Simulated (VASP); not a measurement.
Crystal: W.

```
W
1.0
     2.59000    0.00000    0.00000
     0.00000    2.59000    0.00000
     0.00000    0.00000    2.59000
W
1
Direct
  0.00000 0.00000 0.00000
```

This isn't the form of W at room conditions, which is bcc.

```yaml
Program: VASP 6.6.1
Task: relaxation of cell and atoms
Functional: PBE
Potentials_or_basis: VASP PAW PBE potentials, release 64 (W_sv)
Cutoff: 600 eV
k_mesh: 18 × 18 × 18
Occupations: fermi-dirac, width 0.05 eV
Spin: no spin polarisation
```

At the start: pressure 14.4 GPa; volume 17.37 Å³/atom.

Q: How do energy, volume and symmetry change on relaxing?

A: Over 4 steps the energy falls by 46.2 meV/atom and the volume is 18.46 Å³/atom (+6.3 %); space group Pm-3m (No. 221, to 0.1 Å) before and after.

Step by step:
```csv
step,energy change (eV),largest force (eV/Å),pressure (GPa),volume (Å³)
1,0.0000,0.0000,14.38,17.37
2,0.2240,0.0000,-24.16,21.60
3,-0.0461,0.0000,-0.75,18.52
4,-0.0462,0.0000,-0.05,18.46
```

Final structure:
```
CELL_PARAMETERS angstrom
2.64295 0.00000 0.00000
0.00000 2.64295 0.00000
0.00000 0.00000 2.64295
ATOMIC_POSITIONS crystal
W 0.00000 0.00000 0.00000
```
